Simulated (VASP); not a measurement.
# Pb (Fd-3m) in VASP: further runs

Pb is run at these levels: PBE; tasks: single point.

Program: VASP 6.6.1. These are calculated values, not measurements. Logs are shortened: lines on timing, memory, paths and dates and some standing lists are left out, and cuts for length are marked.

## 1. The cell of the first run

It takes space group Fd-3m (No. 227, cubic). The conventional cell has a = 7.059 Å, b = 7.059 Å, c = 7.059 Å, α = 90.00°, β = 90.00°, γ = 90.00°. Pb (site symmetry -43m) has 4 Pb at 3.06 Å within 4.0 Å.

This isn't the form of Pb at room conditions, which is fcc.

## 2. Single point, PBE

Contents of INCAR:

```
PREC     = Accurate       # precision mode
ENCUT    = 520            # plane-wave cutoff, eV
EDIFF    = 1E-6           # SCF threshold, eV
ISMEAR   = 0              # smearing method
SIGMA    = 0.1            # smearing width, eV
LREAL    = False          # projectors in reciprocal space
LASPH    = True           # aspherical terms in the spheres
NELM     = 80             # most SCF steps
ALGO     = Normal         # electronic algorithm
ISIF     = 2              # what is computed and relaxed
LWAVE    = False          # write WAVECAR
LCHARG   = True           # write CHGCAR
GGA      = PE             # functional
LELF     = True           # ELF
LVHAR    = True         
NBANDS   = 21             # bands
```

Contents of KPOINTS:

```
regular mesh
0
Gamma
  10 10 10
```

Contents of POSCAR:

```
Pb
1.0
    0.0000000000      3.5295357376      3.5295357376
    3.5295357376      0.0000000000      3.5295357376
    3.5295357376      3.5295357376      0.0000000000
Pb
2
Direct
    0.0000000000      0.0000000000      0.0000000000
    0.2500000000      0.2500000000      0.2500000000
```

Potentials or basis: VASP PAW PBE potentials, release 64 (Pb_d).

Launch:

```bash
$ cat potpaw_PBE.64/Pb_d/POTCAR > POTCAR
$ mpirun -np 1 vasp_std > vasp.out
```

OUTCAR:

```text
PREC = Accurate
   ENCUT = 520
   EDIFF = 1E-6
   ISMEAR = 0
   LREAL = False
   LASPH = True
   NELM = 80
   ISIF = 2
   GGA = PE

 ion  position               nearest neighbor table
   1  0.000  0.000  0.000-   2 3.06   2 3.06   2 3.06   2 3.06
   2  0.250  0.250  0.250-   1 3.06   1 3.06   1 3.06   1 3.06

  LATTYP: Found a face centered cubic cell.
 ALAT       =     7.0590714752

  Lattice vectors:

 A1 = (   0.0000000000,   3.5295357376,   3.5295357376)
 A2 = (   3.5295357376,   0.0000000000,   3.5295357376)
 A3 = (   3.5295357376,   3.5295357376,   0.0000000000)

Analysis of symmetry for initial positions (statically):
=====================================================================
 Subroutine PRICEL returns:
 Original cell was already a primitive cell.

 Routine SETGRP: Setting up the symmetry group for a
 face centered cubic supercell.

 Subroutine GETGRP returns: Found 48 space group operations
 (whereof 24 operations were pure point group operations)
 out of a pool of 48 trial point group operations.

The static configuration has the point symmetry T_d .
 The point group associated with its full space group is O_h .

Analysis of symmetry for dynamics (positions and initial velocities):
=====================================================================
 Subroutine PRICEL returns:
 Original cell was already a primitive cell.

 Routine SETGRP: Setting up the symmetry group for a
 face centered cubic supercell.

 Subroutine GETGRP returns: Found 48 space group operations
 (whereof 24 operations were pure point group operations)
 out of a pool of 48 trial point group operations.

The dynamic configuration has the point symmetry T_d .
 The point group associated with its full space group is O_h .

 Subroutine INISYM returns: Found 48 space group operations
 (whereof 24 operations are pure point group operations),
 and found     1 'primitive' translations

----------------------------------------------------------------------------------------

                                     Primitive cell

  volume of cell :      87.9392

  direct lattice vectors                    reciprocal lattice vectors
     0.000000000  3.529535738  3.529535738    -0.141661691  0.141661691  0.141661691
     3.529535738  0.000000000  3.529535738     0.141661691 -0.141661691  0.141661691
     3.529535738  3.529535738  0.000000000     0.141661691  0.141661691 -0.141661691

  length of vectors
     4.991517309  4.991517309  4.991517309     0.245365246  0.245365246  0.245365246

  position of ions in fractional coordinates (direct lattice)
     0.000000000  0.000000000  0.000000000
     0.250000000  0.250000000  0.250000000

  ion indices of the primitive-cell ions
   primitive index   ion index
                 1           1
                 2           2

----------------------------------------------------------------------------------------

 KPOINTS: regular mesh

Automatic generation of k-mesh.
 Grid dimensions read from file:
 generate k-points for:   10   10   10

 Generating k-lattice:

  Cartesian coordinates                     Fractional coordinates (reciprocal lattice)
    -0.014166169  0.014166169  0.014166169     0.100000000  0.000000000  0.000000000
     0.014166169 -0.014166169  0.014166169     0.000000000  0.100000000  0.000000000
     0.014166169  0.014166169 -0.014166169     0.000000000  0.000000000  0.100000000

  Length of vectors
     0.024536525  0.024536525  0.024536525

  Shift w.r.t. Gamma in fractional coordinates (k-lattice)
     0.000000000  0.000000000  0.000000000

 Subroutine IBZKPT returns following result:
 ===========================================

 Found     47 irreducible k-points:

 Following reciprocal coordinates:
            Coordinates               Weight
  0.000000  0.000000  0.000000      1.000000
  0.100000  0.000000  0.000000      8.000000
  0.200000  0.000000  0.000000      8.000000
  0.300000  0.000000  0.000000      8.000000
  0.400000  0.000000  0.000000      8.000000
  0.500000  0.000000  0.000000      4.000000
[... 16 lines left out ...]
  0.300000  0.300000  0.000000      6.000000
  0.400000  0.300000  0.000000     24.000000
 [... further k-points ...]
   k-points           NKPTS =     47   k-points in BZ     NKDIM =     47   number of bands    NBANDS=     21
   number of dos      NEDOS =    301   number of ions     NIONS =      2
   total plane-waves  NPLWV =  64000
   dimension x,y,z NGX =    40 NGY =   40 NGZ =   40
   dimension x,y,z NGXF=    80 NGYF=   80 NGZF=   80
   ions per type =               2
   NGX,Y,Z   is equivalent  to a cutoff of  13.32, 13.32, 13.32 a.u.
   NGXF,Y,Z  is equivalent  to a cutoff of  26.64, 26.64, 26.64 a.u.
 SYSTEM =  unknown system
   PREC   = accura    normal or accurate (medium, high low for compatibility)
   ISTART =      0    job   : 0-new  1-cont  2-samecut
   ICHARG =      2    charge: 1-file 2-atom 10-const
   ISPIN  =      1    spin polarized calculation?
   LNONCOLLINEAR =      F non collinear calculations
   LSORBIT =      F    spin-orbit coupling
   LASPH  =      T    aspherical Exc in radial PAW
   ENCUT  =  520.0 eV  38.22 Ry    6.18 a.u.   9.28  9.28  9.28*2*pi/ulx,y,z
   NELM   =     80;   NELMIN=  2; NELMDL= -5     # of ELM steps
   EDIFF  = 0.1E-05   stopping-criterion for ELM
   LREAL  =      F    real-space projection
   EDIFFG = 0.1E-04   stopping-criterion for IOM
   NSW    =      0    number of steps for IOM
   IBRION =     -1    ionic relax: 0-MD 1-quasi-New 2-CG
   NFREE  =      0    steps in history (QN), initial steepest desc. (CG)
   ISIF   =      2    stress and relaxation
   ISYM   =      2    0-nonsym 1-usesym 2-fastsym
   POTIM  = 0.5000    time-step for ionic-motion
   TEBEG  =    0.0;   TEEND  =   0.0 temperature during run
   PSTRESS=    0.0 pullay stress
   NELECT =      28.0000    total number of electrons
   NUPDOWN=      -1.0000    fix difference up-down
   EMIN   =  10.00;   EMAX   =-10.00  energy-range for DOS
   EFERMI =   0.00;   METHOD = LEGACY
   ISMEAR =     0;   SIGMA  =   0.10  broadening in eV -4-tet -1-fermi 0-gaus
   EFERMI_NEDOS =   21; number of points for ismear=-14 and -15
   IALGO  =     38    algorithm
   IMIX   =      4    mixing-type and parameters
     AMIX     =   0.40;   BMIX     =  1.00
     AMIX_MAG =   1.60;   BMIX_MAG =  1.00
  volume/ion in A,a.u.               =      43.97       296.72
  Fermi-wavevector in a.u.,A,eV,Ry     =   1.117892  2.112510 17.002969  1.249683
  Thomas-Fermi vector in A             =   2.254519
   LORBIT       =      0    0 simple, 1 ext, 2 COOP (PROOUT), +10 PAW based schemes
   GGA     = PE    functional components
   LHFCALC =     F    Hartree Fock is set to
   AEXX    =    0.0000 exact exchange contribution
   IVDW    =     0    specifies the selected vdW correction
   LEPSILON=     F    determine dielectric tensor
   LRPA    =     F    only Hartree local field effects (RPA)
 non-spin polarized calculation
 Gauss-broadening in eV      SIGMA  =   0.10
  energy-cutoff  :      520.00
  volume of cell :       87.94
 maximum number of plane-waves:      2421
 NGX is ok and might be reduce to    40
   NGX = 19   NGY = 19   NGZ = 19

 number of electron      27.9999998 magnetization

 Free energy of the ion-electron system (eV)
  ---------------------------------------------------
  ext. energy  EPLUGINS =         0.00000000
  ---------------------------------------------------
  free energy    TOTEN  =        -6.60679391 eV

  energy without entropy =       -6.60420997  energy(sigma->0) =       -6.60550194

 E-fermi :   3.6819     XC(G=0):  -8.0951

 val. band max:        3.6250779471   @ k =   0.1000   0.1000   0.0000
 cond. band min:       3.7502310102   @ k =  -0.4000   0.1000   0.0000
 fundamental gap:      0.1251530631
 Fermi energy:         3.6819404516

 k-point     1 :       0.0000    0.0000    0.0000
  band No.  band energies     occupation
      1     -13.3938      2.00000
      2     -13.3938      2.00000
      3     -13.3938      2.00000
      4     -13.3296      2.00000
      5     -13.3296      2.00000
      6     -12.9772      2.00000
[... 13 lines left out ...]
     20      11.5965      0.00000
     21      11.5965      0.00000

 k-point     2 :       0.1000    0.0000    0.0000
  band No.  band energies     occupation
      1     -13.4025      2.00000
      2     -13.4025      2.00000
      3     -13.3917      2.00000
      4     -13.3175      2.00000
      5     -13.3175      2.00000
      6     -12.9962      2.00000
[... 13 lines left out ...]
     20      10.9981      0.00000
     21      10.9983      0.00000

 k-point     3 :       0.2000    0.0000    0.0000
  band No.  band energies     occupation
      1     -13.4167      2.00000
      2     -13.4167      2.00000
      3     -13.3861      2.00000
      4     -13.2949      2.00000
      5     -13.2949      2.00000
      6     -13.0181      2.00000
[... 13 lines left out ...]
     20      10.6624      0.00000
     21      10.6624      0.00000

 k-point     4 :       0.3000    0.0000    0.0000
  band No.  band energies     occupation
      1     -13.4271      2.00000
      2     -13.4271      2.00000
      3     -13.3789      2.00000
      4     -13.2756      2.00000
      5     -13.2756      2.00000
      6     -13.0342      2.00000
[... 13 lines left out ...]
     20      10.8053      0.00000
     21      10.8053      0.00000

 k-point     5 :       0.4000    0.0000    0.0000
  band No.  band energies     occupation
      1     -13.4325      2.00000
      2     -13.4325      2.00000
      3     -13.3727      2.00000
      4     -13.2644      2.00000
      5     -13.2644      2.00000
      6     -13.0425      2.00000
[... 13 lines left out ...]
     20      11.3829      0.00000
     21      11.3829      0.00000
[... 382 lines left out ...]
     20      10.5870      0.00000
     21      11.7350      0.00000

 k-point    22 :      -0.2000    0.2000    0.0000
  band No.  band energies     occupation
      1     -13.4412      2.00000
      2     -13.4401      2.00000
      3     -13.3541      2.00000
      4     -13.2772      2.00000
      5     -13.2415      2.00000
      6     -13.0739      2.00000
[... 13 lines left out ...]
     20      10.6302      0.00000
     21      11.1308      0.00000

 k-point    23 :       0.3000    0.3000    0.0000
  band No.  band energies     occupation
      1     -13.4328      2.00000
      2     -13.4328      2.00000
      3     -13.3927      2.00000
      4     -13.2535      2.00000
      5     -13.1893      2.00000
      6     -13.1669      2.00000
[... 13 lines left out ...]
     20      11.4307      0.00000
     21      12.6125      0.00000

 k-point    24 :       0.4000    0.3000    0.0000
  band No.  band energies     occupation
      1     -13.4485      2.00000
      2     -13.4404      2.00000
      3     -13.3673      2.00000
      4     -13.2291      2.00000
      5     -13.1967      2.00000
      6     -13.1616      2.00000
[... 13 lines left out ...]
     20      11.9301      0.00000
     21      12.8038      0.00000

 [... further k-points ...]

------------------------ aborting loop because EDIFF is reached ----------------------------------------

  FORCE on cell =-STRESS in cart. coord.  units (eV):
  Direction    XX          YY          ZZ          XY          YZ          ZX
  --------------------------------------------------------------------------------------
  -------------------------------------------------------------------------------------
  Total       -0.0392163     -0.0392163     -0.0392163     -0.0000000      0.0000000     -0.0000000
  in kB       -0.7144875     -0.7144875     -0.7144875     -0.0000000      0.0000000     -0.0000000
  external PRESSURE =      -0.7144875 kB  Pullay stress =       0.0000000 kB

 VOLUME and BASIS-vectors are now :
 -----------------------------------------------------------------------------
  energy-cutoff  :      520.00
  volume of cell :       87.94
      direct lattice vectors                 reciprocal lattice vectors
     0.000000000  3.529535738  3.529535738    -0.141661691  0.141661691  0.141661691
     3.529535738  0.000000000  3.529535738     0.141661691 -0.141661691  0.141661691
     3.529535738  3.529535738  0.000000000     0.141661691  0.141661691 -0.141661691

 POSITION                                       TOTAL-FORCE (eV/Angst)
 -----------------------------------------------------------------------------------
      0.00000      0.00000      0.00000         0.000000      0.000000      0.000000
      1.76477      1.76477      1.76477        -0.000000     -0.000000     -0.000000
 -----------------------------------------------------------------------------------
    total drift:                               -0.000000     -0.000000      0.000000

  FREE ENERGIE OF THE ION-ELECTRON SYSTEM (eV)
  ---------------------------------------------------
  free  energy   TOTEN  =        -6.6067939061 eV

  energy  without entropy=       -6.6042099707  energy(sigma->0) =       -6.60550194
```

Wall time 2 min (1 thread of Intel Xeon 8259CL, shared host); peak memory 0.27 GiB.

What came out:

| Quantity | Value |
| --- | --- |
| Free energy | -6.6068 eV |
| Pressure | -0.1 GPa |
| Band gap on the k mesh | zero (bands 14 and 15 overlap by 1.03 eV) |

Caveat: spin-orbit coupling is left out, which moves the levels of the heavy elements.

## 3. Single point, PBE

This run uses another cell than the first one, of 40.79 Å³/atom.

Contents of INCAR:

```
ALGO = Normal ; EDIFF = 1E-6
ENCUT = 500 ; GGA = PE
GGA_COMPAT = False ; ISIF = 2
ISMEAR = 0 ; LASPH = True
LCHARG = False ; LREAL = False
LWAVE = False ; NBANDS = 21
NELM = 120 ; PREC = Accurate
SIGMA = 0.1
```

Contents of KPOINTS:

```
k-points
0
Gamma
  4 4 4
```

Contents of POSCAR:

```
Pb
1.0
    0.0000000000      3.4423055673      3.4423055673
    3.4423055673      0.0000000000      3.4423055673
    3.4423055673      3.4423055673      0.0000000000
Pb
2
Direct
    0.0000000000      0.0000000000      0.0000000000
    0.2500000000      0.2500000000      0.2500000000
```

Potentials or basis: VASP PAW PBE potentials, release 64 (Pb_d).

Launch:

```bash
$ cat potpaw_PBE.64/Pb_d/POTCAR > POTCAR
$ mpirun -np 1 vasp_std > vasp.out
```

OUTCAR:

```text
EDIFF = 1E-6
   ENCUT = 500
   GGA = PE
   ISIF = 2
   ISMEAR = 0
   LASPH = True
   LREAL = False
   NELM = 120
   PREC = Accurate

 ion  position               nearest neighbor table
   1  0.000  0.000  0.000-   2 2.98   2 2.98   2 2.98   2 2.98
   2  0.250  0.250  0.250-   1 2.98   1 2.98   1 2.98   1 2.98

  LATTYP: Found a face centered cubic cell.
 ALAT       =     6.8846111346

  Lattice vectors:

 A1 = (   0.0000000000,   3.4423055673,   3.4423055673)
 A2 = (   3.4423055673,   0.0000000000,   3.4423055673)
 A3 = (   3.4423055673,   3.4423055673,   0.0000000000)

Analysis of symmetry for initial positions (statically):
=====================================================================
 Subroutine PRICEL returns:
 Original cell was already a primitive cell.

 Routine SETGRP: Setting up the symmetry group for a
 face centered cubic supercell.

 Subroutine GETGRP returns: Found 48 space group operations
 (whereof 24 operations were pure point group operations)
 out of a pool of 48 trial point group operations.

[... 142 lines left out ...]
  ---------------------------------------------------
  free energy    TOTEN  =        -6.42174937 eV

  energy without entropy =       -6.40649496  energy(sigma->0) =       -6.41412216

 E-fermi :   3.9935     XC(G=0):  -8.4131

 val. band max:        3.8723895948   @ k =   0.2500   0.0000   0.0000
 cond. band min:       4.0120569890   @ k =   0.2500   0.0000   0.0000
 fundamental gap:      0.1396673942
 Fermi energy:         3.9935322630

 k-point     1 :       0.0000    0.0000    0.0000
  band No.  band energies     occupation
      1     -12.8647      2.00000
      2     -12.8647      2.00000
      3     -12.8647      2.00000
      4     -12.7879      2.00000
      5     -12.7879      2.00000
      6     -12.3611      2.00000
[... 181 lines left out ...]
     20      12.9410      0.00000
     21      14.0428      0.00000

------------------------ aborting loop because EDIFF is reached ----------------------------------------

  FORCE on cell =-STRESS in cart. coord.  units (eV):
  Direction    XX          YY          ZZ          XY          YZ          ZX
  --------------------------------------------------------------------------------------
  -------------------------------------------------------------------------------------
  Total        1.5481784      1.5481784      1.5481784      0.0000000     -0.0000000      0.0000000
  in kB       30.4055827     30.4055827     30.4055827      0.0000000     -0.0000000      0.0000000
  external PRESSURE =      30.4055827 kB  Pullay stress =       0.0000000 kB

 VOLUME and BASIS-vectors are now :
 -----------------------------------------------------------------------------
  energy-cutoff  :      500.00
  volume of cell :       81.58
      direct lattice vectors                 reciprocal lattice vectors
     0.000000000  3.442305567  3.442305567    -0.145251486  0.145251486  0.145251486
     3.442305567  0.000000000  3.442305567     0.145251486 -0.145251486  0.145251486
     3.442305567  3.442305567  0.000000000     0.145251486  0.145251486 -0.145251486

 POSITION                                       TOTAL-FORCE (eV/Angst)
 -----------------------------------------------------------------------------------
      0.00000      0.00000      0.00000         0.000000      0.000000      0.000000
      1.72115      1.72115      1.72115        -0.000000     -0.000000     -0.000000
 -----------------------------------------------------------------------------------
    total drift:                                0.000000      0.000000      0.000000

  FREE ENERGIE OF THE ION-ELECTRON SYSTEM (eV)
  ---------------------------------------------------
  free  energy   TOTEN  =        -6.4217493684 eV

  energy  without entropy=       -6.4064949592  energy(sigma->0) =       -6.41412216
```

stdout:

```text
POSCAR found type information on POSCAR Pb
 POSCAR found :  1 types and       2 ions
 scaLAPACK will be used
 LDA part: xc-table for (Slater+PW92), standard interpolation
 POSCAR, INCAR and KPOINTS ok, starting setup
 FFT: planning ... GRIDC
 FFT: planning ... GRID_SOFT
 FFT: planning ... GRID
 WAVECAR not read
 entering main loop
```

Wall time 11 s (1 thread of Intel Xeon Platinum 8259CL at 2.50GHz (Skylake/Cascade Lake), shared host); peak memory 0.2 GiB.

What came out:

```yaml
Free_energy: -6.4217 eV
Pressure: 3.0 GPa
Band_gap_on_the_k_mesh: zero (bands 14 and 15 overlap by 1.14 eV)
```

Caveat: the k points lie up to 0.40 Å⁻¹ apart, too coarse for converged energies and pressures of a metal; spin-orbit coupling is left out, which moves the levels of the heavy elements.
